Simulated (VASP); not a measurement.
# Si2W (I4/mmm) in VASP: a series of runs

Si2W is run at these levels: PBE; tasks: single point.

Program: VASP 6.6.1. These are calculated values, not measurements. Logs are shortened: lines on timing, memory, paths and dates and some standing lists are left out, and cuts for length are marked.

### Step 1. The cell of the first run

The structure is tetragonal, space group I4/mmm (No. 139). The conventional cell has a = 3.214 Å, b = 3.214 Å, c = 7.830 Å, α = 90.00°, β = 90.00°, γ = 90.00°. Within 3.4 Å of Si (site symmetry 4mm) lie 9 Si at 2.59 to 3.21 Å and 5 W at 2.62 Å. Within 3.4 Å of W (site symmetry 4/mmm) lie 10 Si at 2.62 Å and 4 W at 3.21 Å.

### Step 2. Single point, PBE

File INCAR:

```
SYSTEM = Si2W
PREC     = Accurate       ! precision mode
ENCUT    = 520            ! plane-wave cutoff, eV
EDIFF    = 1E-6           ! SCF threshold, eV
ISMEAR   = 1              ! smearing method
SIGMA    = 0.3            ! smearing width, eV
LREAL    = .False.        ! projectors in reciprocal space
LASPH    = .True.         ! aspherical terms in the spheres
NELM     = 80             ! most SCF steps
ALGO     = Normal         ! electronic algorithm
ISIF     = 2              ! what is computed and relaxed
LWAVE    = .False.        ! write WAVECAR
LCHARG   = .True.         ! write CHGCAR
GGA      = PE             ! functional
LELF     = .True.         ! ELF
LVHAR    = .True.       
NBANDS   = 18             ! bands
```

File KPOINTS:

```
Automatic mesh
0
Gamma
  12 12 12
  0 0 0
```

File POSCAR:

```
Si2W
1.0
   -1.6069000000      1.6069000000      3.9149500000
    1.6069000000     -1.6069000000      3.9149500000
    1.6069000000      1.6069000000     -3.9149500000
Si W
2 1
Direct
    0.3347000000      0.3347000000      0.0000000000
    0.6653000000      0.6653000000      0.0000000000
    0.0000000000      0.0000000000      0.0000000000
```

Potentials or basis: VASP PAW PBE potentials, release 64 (Si, W_sv).

Started as:

```sh
$ cat potpaw_PBE.64/Si/POTCAR potpaw_PBE.64/W_sv/POTCAR > POTCAR
$ mpirun -np 1 vasp_std > vasp.out
```

OUTCAR:

```text
SYSTEM = Si2W
   PREC = Accurate
   ENCUT = 520
   EDIFF = 1E-6
   ISMEAR = 1
   LREAL = .False.
   LASPH = .True.
   NELM = 80
   ISIF = 2
   GGA = PE

 ion  position               nearest neighbor table
   1  0.335  0.335  0.000-   2 2.59   3 2.62   3 2.62   3 2.62   3 2.62   3 2.62   2 2.63   2 2.63
                             2 2.63   2 2.63
   2  0.665  0.665  0.000-   1 2.59   3 2.62   3 2.62   3 2.62   3 2.62   3 2.62   1 2.63   1 2.63
                             1 2.63   1 2.63
   3  0.000  0.000  0.000-   2 2.62   2 2.62   2 2.62   1 2.62   2 2.62   1 2.62   1 2.62   1 2.62
                             1 2.62   2 2.62

  LATTYP: Found a body centered tetragonal cell.
 ALAT       =     3.2138000000
 C/A-ratio  =     2.4363370465

  Lattice vectors:

 A1 = (  -1.6069000000,   1.6069000000,   3.9149500000)
 A2 = (   1.6069000000,  -1.6069000000,   3.9149500000)
 A3 = (   1.6069000000,   1.6069000000,  -3.9149500000)

Analysis of symmetry for initial positions (statically):
=====================================================================
 Subroutine PRICEL returns:
 Original cell was already a primitive cell.

 Routine SETGRP: Setting up the symmetry group for a
 body centered tetragonal supercell.

 Subroutine GETGRP returns: Found 16 space group operations
 (whereof 16 operations were pure point group operations)
 out of a pool of 16 trial point group operations.

The static configuration has the point symmetry D_4h.

Analysis of symmetry for dynamics (positions and initial velocities):
=====================================================================
 Subroutine PRICEL returns:
 Original cell was already a primitive cell.

 Routine SETGRP: Setting up the symmetry group for a
 body centered tetragonal supercell.

 Subroutine GETGRP returns: Found 16 space group operations
 (whereof 16 operations were pure point group operations)
 out of a pool of 16 trial point group operations.

The dynamic configuration has the point symmetry D_4h.

 Subroutine INISYM returns: Found 16 space group operations
 (whereof 16 operations are pure point group operations),
 and found     1 'primitive' translations

----------------------------------------------------------------------------------------

                                     Primitive cell

  volume of cell :      40.4356

  direct lattice vectors                    reciprocal lattice vectors
    -1.606900000  1.606900000  3.914950000     0.000000000  0.311158131  0.127715552
     1.606900000 -1.606900000  3.914950000     0.311158131  0.000000000  0.127715552
     1.606900000  1.606900000 -3.914950000     0.311158131  0.311158131  0.000000000

  length of vectors
     4.526708376  4.526708376  4.526708376     0.336348992  0.336348992  0.440044048

  position of ions in fractional coordinates (direct lattice)
     0.334700000  0.334700000  0.000000000
     0.665300000  0.665300000  0.000000000
     0.000000000  0.000000000  0.000000000

  ion indices of the primitive-cell ions
   primitive index   ion index
                 1           1
                 2           2
                 3           3

----------------------------------------------------------------------------------------

 KPOINTS: Automatic mesh

Automatic generation of k-mesh.
 Grid dimensions read from file:
 generate k-points for:   12   12   12

 Generating k-lattice:

  Cartesian coordinates                     Fractional coordinates (reciprocal lattice)
     0.000000000  0.025929844  0.010642963     0.083333333  0.000000000  0.000000000
     0.025929844  0.000000000  0.010642963     0.000000000  0.083333333  0.000000000
     0.025929844  0.025929844  0.000000000     0.000000000  0.000000000  0.083333333

  Length of vectors
     0.028029083  0.028029083  0.036670337

  Shift w.r.t. Gamma in fractional coordinates (k-lattice)
     0.000000000  0.000000000  0.000000000

 Subroutine IBZKPT returns following result:
 ===========================================

 Found    163 irreducible k-points:

 Following reciprocal coordinates:
            Coordinates               Weight
  0.000000  0.000000  0.000000      1.000000
  0.083333  0.000000  0.000000      8.000000
  0.166667 -0.000000  0.000000      8.000000
  0.250000  0.000000  0.000000      8.000000
  0.333333  0.000000  0.000000      8.000000
  0.416667  0.000000  0.000000      8.000000
[... 16 lines left out ...]
  0.500000  0.166667 -0.000000     16.000000
 -0.416667  0.166667  0.000000     16.000000
 [... further k-points ...]
   k-points           NKPTS =    163   k-points in BZ     NKDIM =    163   number of bands    NBANDS=     18
   number of dos      NEDOS =    301   number of ions     NIONS =      3
   total plane-waves  NPLWV =  46656
   dimension x,y,z NGX =    36 NGY =   36 NGZ =   36
   dimension x,y,z NGXF=    72 NGYF=   72 NGZF=   72
   ions per type =               2   1
   NGX,Y,Z   is equivalent  to a cutoff of  13.22, 13.22, 13.22 a.u.
   NGXF,Y,Z  is equivalent  to a cutoff of  26.44, 26.44, 26.44 a.u.
 SYSTEM =  Si2W
   PREC   = accura    normal or accurate (medium, high low for compatibility)
   ISTART =      0    job   : 0-new  1-cont  2-samecut
   ICHARG =      2    charge: 1-file 2-atom 10-const
   ISPIN  =      1    spin polarized calculation?
   LNONCOLLINEAR =      F non collinear calculations
   LSORBIT =      F    spin-orbit coupling
   LASPH  =      T    aspherical Exc in radial PAW
   ENCUT  =  520.0 eV  38.22 Ry    6.18 a.u.   8.42  8.42  8.42*2*pi/ulx,y,z
   NELM   =     80;   NELMIN=  2; NELMDL= -5     # of ELM steps
   EDIFF  = 0.1E-05   stopping-criterion for ELM
   LREAL  =      F    real-space projection
   EDIFFG = 0.1E-04   stopping-criterion for IOM
   NSW    =      0    number of steps for IOM
   IBRION =     -1    ionic relax: 0-MD 1-quasi-New 2-CG
   NFREE  =      0    steps in history (QN), initial steepest desc. (CG)
   ISIF   =      2    stress and relaxation
   ISYM   =      2    0-nonsym 1-usesym 2-fastsym
   POTIM  = 0.5000    time-step for ionic-motion
   TEBEG  =    0.0;   TEEND  =   0.0 temperature during run
   PSTRESS=    0.0 pullay stress
   NELECT =      22.0000    total number of electrons
   NUPDOWN=      -1.0000    fix difference up-down
   EMIN   =  10.00;   EMAX   =-10.00  energy-range for DOS
   EFERMI =   0.00;   METHOD = LEGACY
   ISMEAR =     1;   SIGMA  =   0.30  broadening in eV -4-tet -1-fermi 0-gaus
   EFERMI_NEDOS =   21; number of points for ismear=-14 and -15
   IALGO  =     38    algorithm
   IMIX   =      4    mixing-type and parameters
     AMIX     =   0.40;   BMIX     =  1.00
     AMIX_MAG =   1.60;   BMIX_MAG =  1.00
  volume/ion in A,a.u.               =      13.48        90.96
  Fermi-wavevector in a.u.,A,eV,Ry     =   1.336476  2.525573 24.302284  1.786167
  Thomas-Fermi vector in A             =   2.465099
   LORBIT       =      0    0 simple, 1 ext, 2 COOP (PROOUT), +10 PAW based schemes
   GGA     = PE    functional components
   LHFCALC =     F    Hartree Fock is set to
   AEXX    =    0.0000 exact exchange contribution
   IVDW    =     0    specifies the selected vdW correction
   LEPSILON=     F    determine dielectric tensor
   LRPA    =     F    only Hartree local field effects (RPA)
 non-spin polarized calculation
 Methfessel and Paxton  Order N= 1 SIGMA  =   0.30
  energy-cutoff  :      520.00
  volume of cell :       40.44
 maximum number of plane-waves:      1118
 NGX is ok and might be reduce to    36
   NGX = 17   NGY = 17   NGZ = 17

 number of electron      21.9999999 magnetization

 Free energy of the ion-electron system (eV)
  ---------------------------------------------------
  ext. energy  EPLUGINS =         0.00000000
  ---------------------------------------------------
  free energy    TOTEN  =       -24.80693861 eV

  energy without entropy =      -24.81183677  energy(sigma->0) =      -24.80857133

 E-fermi :  11.9540     XC(G=0): -12.5285

 val. band max:       11.9224560341   @ k =  -0.3333  -0.4167   0.3333
 cond. band min:      11.9906451719   @ k =  -0.4167  -0.4167   0.3333
 fundamental gap:      0.0681891378
 Fermi energy:        11.9539708689

 k-point     1 :       0.0000    0.0000    0.0000
  band No.  band energies     occupation
      1     -61.8894      2.00000
      2     -26.1483      2.00000
      3     -26.1317      2.00000
      4     -26.1317      2.00000
      5      -2.1180      2.00000
      6       5.1051      2.00000
[... 10 lines left out ...]
     17      17.6595     -0.00000
     18      17.6595     -0.00000

 k-point     2 :       0.0833    0.0000    0.0000
  band No.  band energies     occupation
      1     -61.8889      2.00000
      2     -26.1473      2.00000
      3     -26.1464      2.00000
      4     -26.1304      2.00000
      5      -1.9853      2.00000
      6       5.1144      2.00000
[... 10 lines left out ...]
     17      17.6753     -0.00000
     18      18.1295      0.00000

 k-point     3 :       0.1667   -0.0000    0.0000
  band No.  band energies     occupation
      1     -61.8875      2.00000
      2     -26.1867      2.00000
      3     -26.1442      2.00000
      4     -26.1267      2.00000
      5      -1.5938      2.00000
      6       5.0877      2.00000
[... 10 lines left out ...]
     17      17.9892      0.00000
     18      19.1934      0.00000

 k-point     4 :       0.2500    0.0000    0.0000
  band No.  band energies     occupation
      1     -61.8856      2.00000
      2     -26.2412      2.00000
      3     -26.1401      2.00000
      4     -26.1217      2.00000
      5      -0.9628      2.00000
      6       4.8178      2.00000
[... 375 lines left out ...]
      4     -26.1282      2.00000
      5       1.5185      2.00000
      6       3.0450      2.00000
[... 10 lines left out ...]
     17      19.2666      0.00000
     18      20.6386      0.00000

 k-point    23 :       0.5000    0.1667   -0.0000
  band No.  band energies     occupation
      1     -61.8800      2.00000
      2     -26.3407      2.00000
      3     -26.1638      2.00000
      4     -26.1261      2.00000
      5       1.9954      2.00000
      6       2.5744      2.00000
[... 10 lines left out ...]
     17      19.3504      0.00000
     18      20.6974      0.00000

 k-point    24 :      -0.4167    0.1667    0.0000
  band No.  band energies     occupation
      1     -61.8805      2.00000
      2     -26.3266      2.00000
      3     -26.1652      2.00000
      4     -26.1264      2.00000
      5       0.9646      2.00000
      6       3.6470      2.00000
[... 10 lines left out ...]
     17      19.0359      0.00000
     18      20.3224      0.00000

 [... further k-points ...]
[... 5 lines left out ...]
  --------------------------------------------------------------------------------------
  -------------------------------------------------------------------------------------
  Total        0.8073304      0.8073304      0.8919020      0.0000000     -0.0000000      0.0000000
  in kB       31.9888036     31.9888036     35.3397772      0.0000000     -0.0000000      0.0000000
  external PRESSURE =      33.1057948 kB  Pullay stress =       0.0000000 kB

 VOLUME and BASIS-vectors are now :
 -----------------------------------------------------------------------------
  energy-cutoff  :      520.00
  volume of cell :       40.44
      direct lattice vectors                 reciprocal lattice vectors
    -1.606900000  1.606900000  3.914950000     0.000000000  0.311158131  0.127715552
     1.606900000 -1.606900000  3.914950000     0.311158131  0.000000000  0.127715552
     1.606900000  1.606900000 -3.914950000     0.311158131  0.311158131  0.000000000

 POSITION                                       TOTAL-FORCE (eV/Angst)
 -----------------------------------------------------------------------------------
      0.00000      0.00000      2.62067        -0.000000     -0.000000     -0.065789
      0.00000      0.00000      5.20923        -0.000000     -0.000000      0.065789
      0.00000      0.00000      0.00000         0.000000      0.000000      0.000000
 -----------------------------------------------------------------------------------
    total drift:                               -0.000000     -0.000000      0.000000

  FREE ENERGIE OF THE ION-ELECTRON SYSTEM (eV)
  ---------------------------------------------------
  free  energy   TOTEN  =       -24.8069386065 eV

  energy  without entropy=      -24.8118367720  energy(sigma->0) =      -24.80857133
```

Wall time 64 s (1 thread of Intel Xeon 6975P-C (Granite Rapids), shared host); peak memory 0.27 GiB.

What came out:

```
Free energy            : -24.8069 eV
Pressure               : 3.3 GPa
Largest force          : 0.066 eV/Å
Band gap on the k mesh : zero (band 11 reaches 12.70 eV, above the bottom of band 12 at 11.40 eV)
```

Forces in eV/Å, atoms in the order of the input:
```
Si   0.000  0.000 -0.066
Si   0.000  0.000  0.066
W    0.000  0.000  0.000
```

Caveat: spin-orbit coupling is left out, which moves the levels of the heavy elements.

[end of part 1 of 2]
